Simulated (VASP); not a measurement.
# CsH (Immm) in VASP: further runs

Runs on CsH. Level: LDA. Tasks: single point.

Everything below comes from runs of VASP 6.6.1. Logs are shortened: lines on timing, memory, paths and dates and some standing lists are left out, and cuts for length are marked.

## 1. The cell of the first run

It takes space group Immm (No. 71, orthorhombic). The conventional cell has a = 4.213 Å, b = 4.804 Å, c = 6.376 Å, α = 90.00°, β = 90.00°, γ = 90.00°. Within 4.3 Å of Cs (site symmetry mmm) lie 6 H at 3.19 Å and 2 Cs at 4.21 Å. H (site symmetry mmm) has 6 Cs at 3.19 Å and 2 H at 4.21 Å within 4.3 Å.

## 2. Single point, LDA (strain +0.1312 x Voigt [0, 0, 0, 0, 0, 1])

The input, INCAR:

```
SYSTEM = CsH
  PREC = Accurate
  ENCUT = 520
  EDIFF = 1E-6
  ISMEAR = 0
  SIGMA = 0.05
  LREAL = .FALSE.
  LASPH = .TRUE.
  NELM = 100
  ALGO = Normal
  ISIF = 2
  LWAVE = .FALSE.
  LCHARG = .FALSE.
  GGA = CA
  NBANDS = 12
```

The input, KPOINTS:

```
regular mesh
0
G
  8 8 8
  0 0 0
```

The input, POSCAR:

```
CsH
1.0
    0.2091328000      3.1880000000      3.1880000000
    3.1880000000      0.2091328000      3.1880000000
    3.3971328000      3.3971328000      0.0000000000
Cs H
1 1
Direct
    0.0000000000      0.0000000000      0.0000000000
    0.5000000000      0.5000000000      0.5000000000
```

Potentials or basis: VASP PAW LDA potentials, release 64 (Cs_sv, H).

Command:

```console
cat potpaw_LDA.64/Cs_sv/POTCAR potpaw_LDA.64/H/POTCAR > POTCAR
mpirun -np 1 vasp_std > vasp.out
```

OUTCAR:

```text
SYSTEM = CsH
   PREC = Accurate
   ENCUT = 520
   EDIFF = 1E-6
   ISMEAR = 0
   LREAL = .FALSE.
   LASPH = .TRUE.
   NELM = 100
   ISIF = 2
   GGA = CA

 ion  position               nearest neighbor table
   1  0.000  0.000  0.000-
   2  0.500  0.500  0.500-

  LATTYP: Found a body centered orthorhombic cell.
 ALAT       =     4.2127543947
 B/A-ratio  =     1.1404109589
 C/A-ratio  =     1.5134991036

  Lattice vectors:

 A1 = (   3.1880000000,   0.2091328000,  -3.1880000000)
 A2 = (  -3.1880000000,  -0.2091328000,  -3.1880000000)
 A3 = (   0.2091328000,   3.1880000000,   3.1880000000)

Analysis of symmetry for initial positions (statically):
=====================================================================
 Subroutine PRICEL returns:
 Original cell was already a primitive cell.

 Routine SETGRP: Setting up the symmetry group for a
 body centered orthorhombic supercell.

 Subroutine GETGRP returns: Found  8 space group operations
 (whereof  8 operations were pure point group operations)
 out of a pool of  8 trial point group operations.

The static configuration has the point symmetry D_2h.

Analysis of symmetry for dynamics (positions and initial velocities):
=====================================================================
 Subroutine PRICEL returns:
 Original cell was already a primitive cell.

 Routine SETGRP: Setting up the symmetry group for a
 body centered orthorhombic supercell.

 Subroutine GETGRP returns: Found  8 space group operations
 (whereof  8 operations were pure point group operations)
 out of a pool of  8 trial point group operations.

The dynamic configuration has the point symmetry D_2h.

 Subroutine INISYM returns: Found  8 space group operations
 (whereof  8 operations are pure point group operations),
 and found     1 'primitive' translations

----------------------------------------------------------------------------------------

                                     Primitive cell

  volume of cell :      64.5226

  direct lattice vectors                    reciprocal lattice vectors
     0.209132800  3.188000000  3.188000000    -0.167849040  0.167849040  0.156838143
     3.188000000  0.209132800  3.188000000     0.167849040 -0.167849040  0.156838143
     3.397132800  3.397132800  0.000000000     0.147182942  0.147182942 -0.156838143

  length of vectors
     4.513360669  4.513360669  4.804271279     0.284508003  0.284508003  0.260622025

  position of ions in fractional coordinates (direct lattice)
     0.000000000  0.000000000  0.000000000
     0.500000000  0.500000000  0.500000000

  ion indices of the primitive-cell ions
   primitive index   ion index
                 1           1
                 2           2

----------------------------------------------------------------------------------------

 KPOINTS: regular mesh

Automatic generation of k-mesh.
 Grid dimensions read from file:
 generate k-points for:    8    8    8

 Generating k-lattice:

  Cartesian coordinates                     Fractional coordinates (reciprocal lattice)
    -0.020981130  0.020981130  0.019604768     0.125000000  0.000000000  0.000000000
     0.020981130 -0.020981130  0.019604768     0.000000000  0.125000000  0.000000000
     0.018397868  0.018397868 -0.019604768    -0.000000000 -0.000000000  0.125000000

  Length of vectors
     0.035563500  0.035563500  0.032577753

  Shift w.r.t. Gamma in fractional coordinates (k-lattice)
     0.000000000  0.000000000  0.000000000

 Subroutine IBZKPT returns following result:
 ===========================================

 Found     95 irreducible k-points:

 Following reciprocal coordinates:
            Coordinates               Weight
  0.000000  0.000000  0.000000      1.000000
  0.125000  0.000000  0.000000      4.000000
  0.250000  0.000000  0.000000      4.000000
  0.375000  0.000000  0.000000      4.000000
  0.500000  0.000000  0.000000      2.000000
  0.125000  0.125000  0.000000      2.000000
[... 16 lines left out ...]
  0.125000 -0.000000  0.125000      4.000000
  0.250000  0.000000  0.125000      8.000000
 [... further k-points ...]
   k-points           NKPTS =     95   k-points in BZ     NKDIM =     95   number of bands    NBANDS=     12
   number of dos      NEDOS =    301   number of ions     NIONS =      2
   total plane-waves  NPLWV =  46656
   dimension x,y,z NGX =    36 NGY =   36 NGZ =   36
   dimension x,y,z NGXF=    72 NGYF=   72 NGZF=   72
   ions per type =               1   1
   NGX,Y,Z   is equivalent  to a cutoff of  13.26, 13.26, 12.46 a.u.
   NGXF,Y,Z  is equivalent  to a cutoff of  26.52, 26.52, 24.91 a.u.
 SYSTEM =  CsH
   PREC   = accura    normal or accurate (medium, high low for compatibility)
   ISTART =      0    job   : 0-new  1-cont  2-samecut
   ICHARG =      2    charge: 1-file 2-atom 10-const
   ISPIN  =      1    spin polarized calculation?
   LNONCOLLINEAR =      F non collinear calculations
   LSORBIT =      F    spin-orbit coupling
   LASPH  =      T    aspherical Exc in radial PAW
   ENCUT  =  520.0 eV  38.22 Ry    6.18 a.u.   8.39  8.39  8.93*2*pi/ulx,y,z
   NELM   =    100;   NELMIN=  2; NELMDL= -5     # of ELM steps
   EDIFF  = 0.1E-05   stopping-criterion for ELM
   LREAL  =      F    real-space projection
[... 7 lines left out ...]
   TEBEG  =    0.0;   TEEND  =   0.0 temperature during run
   PSTRESS=    0.0 pullay stress
   NELECT =      10.0000    total number of electrons
   NUPDOWN=      -1.0000    fix difference up-down
   EMIN   =  10.00;   EMAX   =-10.00  energy-range for DOS
   EFERMI =   0.00;   METHOD = LEGACY
   ISMEAR =     0;   SIGMA  =   0.05  broadening in eV -4-tet -1-fermi 0-gaus
   EFERMI_NEDOS =   21; number of points for ismear=-14 and -15
   IALGO  =     38    algorithm
   IMIX   =      4    mixing-type and parameters
     AMIX     =   0.40;   BMIX     =  1.00
     AMIX_MAG =   1.60;   BMIX_MAG =  1.00
  volume/ion in A,a.u.               =      32.26       217.71
  Fermi-wavevector in a.u.,A,eV,Ry     =   0.879368  1.661765 10.521232  0.773289
  Thomas-Fermi vector in A             =   1.999582
   LORBIT       =      0    0 simple, 1 ext, 2 COOP (PROOUT), +10 PAW based schemes
   GGA     = CA    functional components
   LHFCALC =     F    Hartree Fock is set to
   AEXX    =    0.0000 exact exchange contribution
   IVDW    =     0    specifies the selected vdW correction
   LEPSILON=     F    determine dielectric tensor
   LRPA    =     F    only Hartree local field effects (RPA)
 non-spin polarized calculation
 Gauss-broadening in eV      SIGMA  =   0.05
  energy-cutoff  :      520.00
  volume of cell :       64.52
 maximum number of plane-waves:      1758
 NGX is ok and might be reduce to    36
   NGX = 17   NGY = 17   NGZ = 17

 number of electron      10.0000000 magnetization

 number of electron       9.9999998 magnetization

 Free energy of the ion-electron system (eV)
  ---------------------------------------------------
  ext. energy  EPLUGINS =         0.00000000
  ---------------------------------------------------
  free energy    TOTEN  =        -4.87457705 eV

  energy without entropy =       -4.87457705  energy(sigma->0) =       -4.87457705

 E-fermi :   0.4012     XC(G=0):  -7.5509

 val. band max:        0.0941948871   @ k =   0.5000   0.0000   0.0000
 cond. band min:       1.9473873103   @ k =   0.0000   0.0000   0.5000
 fundamental gap:      1.8531924232
 Fermi energy:         0.4011638933

 k-point     1 :       0.0000    0.0000    0.0000
  band No.  band energies     occupation
      1     -21.4382      2.00000
      2      -7.9084      2.00000
      3      -7.8872      2.00000
      4      -7.8019      2.00000
      5      -1.8229      2.00000
      6       4.4611      0.00000
      7       4.6810      0.00000
      8       5.6868      0.00000
      9       5.9657      0.00000
     10       6.9613      0.00000
     11       6.9720      0.00000
     12       8.5003      0.00000

 k-point     2 :       0.1250    0.0000    0.0000
  band No.  band energies     occupation
      1     -21.4224      2.00000
      2      -8.0024      2.00000
      3      -7.9208      2.00000
      4      -7.8852      2.00000
      5      -1.5573      2.00000
      6       4.6097      0.00000
      7       4.8190      0.00000
      8       5.0657      0.00000
      9       5.8143      0.00000
     10       6.3756      0.00000
     11       6.4931      0.00000
     12       9.3343      0.00000

 k-point     3 :       0.2500    0.0000    0.0000
  band No.  band energies     occupation
      1     -21.3840      2.00000
      2      -8.3750      2.00000
      3      -7.9501      2.00000
      4      -7.9485      2.00000
      5      -0.9309      2.00000
      6       3.6136      0.00000
      7       4.6102      0.00000
      8       5.3477      0.00000
      9       5.6722      0.00000
     10       6.2038      0.00000
     11       6.5374      0.00000
     12      11.0368      0.00000
[... 286 lines left out ...]
 k-point    23 :       0.1250   -0.0000    0.1250
  band No.  band energies     occupation
      1     -21.4206      2.00000
      2      -8.0109      2.00000
      3      -7.9264      2.00000
      4      -7.9062      2.00000
      5      -1.5073      2.00000
      6       4.3205      0.00000
      7       4.7377      0.00000
      8       5.4374      0.00000
      9       5.4905      0.00000
     10       6.5095      0.00000
     11       7.0596      0.00000
     12       9.3197      0.00000

 k-point    24 :       0.2500    0.0000    0.1250
  band No.  band energies     occupation
      1     -21.3877      2.00000
      2      -8.3089      2.00000
      3      -7.9787      2.00000
      4      -7.9404      2.00000
      5      -1.0632      2.00000
      6       3.9509      0.00000
      7       4.2682      0.00000
      8       5.4996      0.00000
      9       5.7070      0.00000
     10       6.1876      0.00000
     11       6.9723      0.00000
     12      10.3080      0.00000

 [... further k-points ...]
[... 5 lines left out ...]
  --------------------------------------------------------------------------------------
  -------------------------------------------------------------------------------------
  Total       -0.5024099     -0.5024099     -0.5400160     -0.2978961      0.0000000      0.0000000
  in kB      -12.4754654    -12.4754654    -13.4092731     -7.3971321      0.0000000      0.0000000
  external PRESSURE =     -12.7867346 kB  Pullay stress =       0.0000000 kB

 VOLUME and BASIS-vectors are now :
 -----------------------------------------------------------------------------
  energy-cutoff  :      520.00
  volume of cell :       64.52
      direct lattice vectors                 reciprocal lattice vectors
     0.209132800  3.188000000  3.188000000    -0.167849040  0.167849040  0.156838143
     3.188000000  0.209132800  3.188000000     0.167849040 -0.167849040  0.156838143
     3.397132800  3.397132800  0.000000000     0.147182942  0.147182942 -0.156838143

 POSITION                                       TOTAL-FORCE (eV/Angst)
 -----------------------------------------------------------------------------------
      0.00000      0.00000      0.00000        -0.000000     -0.000000      0.000000
      3.39713      3.39713      3.18800         0.000000      0.000000      0.000000
 -----------------------------------------------------------------------------------
    total drift:                               -0.000000      0.000000      0.000000

  FREE ENERGIE OF THE ION-ELECTRON SYSTEM (eV)
  ---------------------------------------------------
  free  energy   TOTEN  =        -4.8745770510 eV

  energy  without entropy=       -4.8745770510  energy(sigma->0) =       -4.87457705
```

Run time: 40 s. Hardware: 1 thread of Intel Xeon Platinum 8488C (Sapphire Rapids), shared host; peak memory 0.21 GiB.

Results:

- Free energy: -4.8746 eV
- Pressure: -1.3 GPa
- Band gap on the k mesh: 1.85 eV (least direct gap 1.93 eV)

Stress tensor (GPa, compression positive):
```
-1.25 -0.74  0.00
-0.74 -1.25  0.00
 0.00  0.00 -1.34
```

Caveat: the cell differs from its parent crystal (strain +0.1312 x Voigt [0, 0, 0, 0, 0, 1]); spin-orbit coupling is left out, which moves the levels of the heavy elements. A k mesh can miss the band edges.

[end of part 1 of 2]
